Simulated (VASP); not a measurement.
Ge, 2 atoms in the cell. The structure is orthorhombic, space group Cmcm (No. 63). Conventional cell: a = 2.801 Å, b = 4.883 Å, c = 5.339 Å, α = 90.00°, β = 90.00°, γ = 90.00°. Within 3.7 Å of Ge (site symmetry m2m) lie 12 Ge at 2.80 to 3.13 Å. This isn't the form of Ge at room conditions, which is diamond. This cell differs from its parent crystal: ratio of the length along z to the lengths across it x 1.2, volume and fractional coordinates fixed.

| Property | Result |
| --- | --- |
| Program | VASP 6.6.1 |
| Task | single point |
| Functional | PBEsol |
| Potentials or basis | VASP PAW PBE potentials, release 64 (Ge_d) |
| Cutoff | 520 eV |
| k mesh | 20 × 20 × 12 |
| Occupations | gaussian, width 0.15 eV |
| Spin | no spin polarisation |
| Dipole correction | no |
| Further INCAR settings | ALGO = Normal; EDIFF = 1e-07; NBANDS = 21 |

Potentials or basis: VASP PAW PBE potentials, release 64 (Ge_d).

Command:

```bash
$ cat potpaw_PBE.64/Ge_d/POTCAR > POTCAR
$ mpirun -np 1 vasp_std > vasp.out
```

Hardware: 1 thread of Intel Xeon 8259CL, on a shared host.

Problem. Estimate the wall time of this run.

Solution. It took 16 min on 1 thread of Intel Xeon 8259CL, on a shared host, peak memory 0.5 GiB. Counts: scf iterations 11, k points 777.
